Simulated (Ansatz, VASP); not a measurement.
## Si in VASP and in Ansatz

The input INCAR:

```
SYSTEM = Si
PREC = Accurate
ENCUT = 520
EDIFF = 1E-6
ISMEAR = -1
SIGMA = 0.1
LREAL = .FALSE.
LASPH = .TRUE.
NELM = 100
ALGO = Normal
ISIF = 2
LWAVE = .FALSE.
LCHARG = .FALSE.
GGA = CA
NBANDS = 13
```

KPOINTS

```
Automatic mesh
0
G
  11 11 16
  0 0 0
```

Contents of POSCAR:

```
Si
1.0
    4.3583262304      0.0000000000      0.0000000000
   -2.1791631152      3.7744212335      0.0000000000
    0.0000000000      0.0000000000      2.4996586381
Si
3
Direct
    1.0000000000      0.0000000000      0.0000000000
    0.3333333333      0.6666666667      0.5000000000
    0.6666666667      0.3333333333      0.5000000000
```

Input for Ansatz:

```yaml
crystal:
  lattice:
    - [4.3583262304, 0.0, 0.0]
    - [-2.1791631152, 3.7744212335, 0.0]
    - [0.0, 0.0, 2.4996586381]
  atoms:
    - { symbol: Si, position: [1.0, 0.0, 0.0] }
    - { symbol: Si, position: [0.3333333333, 0.6666666667, 0.5] }
    - { symbol: Si, position: [0.6666666667, 0.3333333333, 0.5] }
hamiltonian:
  xc: lda
  pseudopotentials:
    kind: paw
    azcp:
      Si: "pseudopotentials/Si.paw.azcp"
basis:
  ecutwfc: 420
  fft_grid_basis: typed
kpoints:
  mp_grid: { grid: [11, 11, 16], shift: [0, 0, 0] }
magnetization:
  spin_polarized: false
scf:
  occupations: { method: fermi_dirac, width: 0.1 }
output:
  stress: true
```

Alike in both runs: task single point; functional LDA; k mesh 11 × 11 × 16; occupations fermi-dirac, width 0.1 eV; no spin polarisation.

|  | VASP | Ansatz |
| --- | --- | --- |
| version | VASP 6.6.1 | Ansatz 0.2.0 |
| potentials or method | VASP PAW LDA potentials, release 64 (Si), cutoff 520 eV | plane waves (420 eV) with PAW, scalar-relativistic |
| valence electrons in the cell | 12 | 12 |

Ansatz gave:

```
pressure (GPa)                                                : 4.5
traceless stress, the component that is largest in VASP (GPa) : 0.11
```

**Question.** What did VASP give for the same quantities?

**Answer.** Pressure (GPa): 4.6; traceless stress, the component that is largest in VASP (GPa): 0.12.

Ansatz warns that its potentials were made for another functional, while VASP's fit it. LDA's correlation is that of Perdew and Zunger in VASP and of Perdew and Wang (1992) in Ansatz.
